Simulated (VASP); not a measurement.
HfO2, 3 atoms in the cell. The structure is tetragonal, space group I4mm (No. 107). Conventional cell: a = 3.567 Å, b = 3.567 Å, c = 5.044 Å, α = 90.00°, β = 90.00°, γ = 90.00°. Within 2.8 Å of Hf (site symmetry 4mm) lie 8 O at 2.10 to 2.27 Å. Within 2.8 Å of O (site symmetry 2mm) lie 4 Hf at 2.10 to 2.27 Å and 6 O at 2.52 Å.  This cell differs from its parent crystal: mode 4 frozen in at -0.124 Å and mode 5 at +0.000 Å (largest displacements).

* Program: VASP 6.6.1
* Task: single point
* Functional: PBEsol
* Potentials or basis: VASP PAW PBE potentials, release 64 (Hf_pv, O)
* Cutoff: 520 eV
* k mesh: 8 × 8 × 8
* Occupations: gaussian, width 0.05 eV
* Spin: no spin polarisation
* Dipole correction: no
* Further INCAR settings: ALGO = Normal; EDIFF = 1e-06; NBANDS = 18

Potentials or basis: VASP PAW PBE potentials, release 64 (Hf_pv, O).

Command:

```sh
$ cat potpaw_PBE.64/Hf_pv/POTCAR potpaw_PBE.64/O/POTCAR > POTCAR
$ mpirun -np 1 vasp_std > vasp.out
```

Hardware: 1 thread of Intel(R) Xeon(R) Platinum 8488C (Sapphire Rapids) (shared host).

Problem. Estimate the wall time of this run.

Solution. Wall time 34 s on 1 thread of Intel(R) Xeon(R) Platinum 8488C (Sapphire Rapids), on a shared host, peak memory 0.17 GiB. Counts: scf iterations 13, k points 59.
